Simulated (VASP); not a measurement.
Write the native input for VASP 6.6.1 that does the following.

| Item | Value |
| --- | --- |
| Task | single point |
| Functional | PBE |
| Potentials or basis | VASP PAW PBE potentials, release 64 (Hg, Te) |
| Cutoff | 520 eV |
| k mesh | 14 × 14 × 14 |
| Occupations | gaussian, width 0.15 eV |
| Spin | no spin polarisation |
| Dipole correction | no |
| Further INCAR settings | ALGO = Normal; EDIFF = 1e-06; NBANDS = 16 |

The structure of HgTe lies in POSCAR:

```
HgTe
1.0
    0.0000000000      3.2718525000      3.2235000000
    3.2718525000      0.0000000000      3.2235000000
    3.2718525000      3.2718525000      0.0000000000
Hg Te
1 1
Direct
    0.0000000000      0.0000000000      0.0000000000
    0.7500000000      0.7500000000      0.7500000000
```

This cell differs from its parent crystal: strain +0.015 along x and y, +0.000 along z.

These files were run (other wordings do the same):

INCAR

```
PREC = Accurate
ENCUT = 520
EDIFF = 1E-6
ISMEAR = 0
SIGMA = 0.15
LREAL = False
LASPH = True
NELM = 80
ALGO = Normal
ISIF = 2
LWAVE = False
LCHARG = False
GGA = PE
NBANDS = 16
```

KPOINTS

```
Automatic mesh
0
Gamma
  14 14 14
```

Potentials or basis: VASP PAW PBE potentials, release 64 (Hg, Te).

Command:

```console
$ cat potpaw_PBE.64/Hg/POTCAR potpaw_PBE.64/Te/POTCAR > POTCAR
$ mpirun -np 1 vasp_std > vasp.out
```

Results of the run:

The pressure is 2.6 GPa and the band gap on the k mesh is 0.05 eV.

Caveat: the cell differs from its parent crystal (strain +0.015 along x and y, +0.000 along z); the smearing spreads over this small gap; spin-orbit coupling is left out, which moves the levels of the heavy elements.

It took 5.4 min on 1 thread of Intel Xeon 8259CL, on a shared host, peak memory 0.42 GiB.
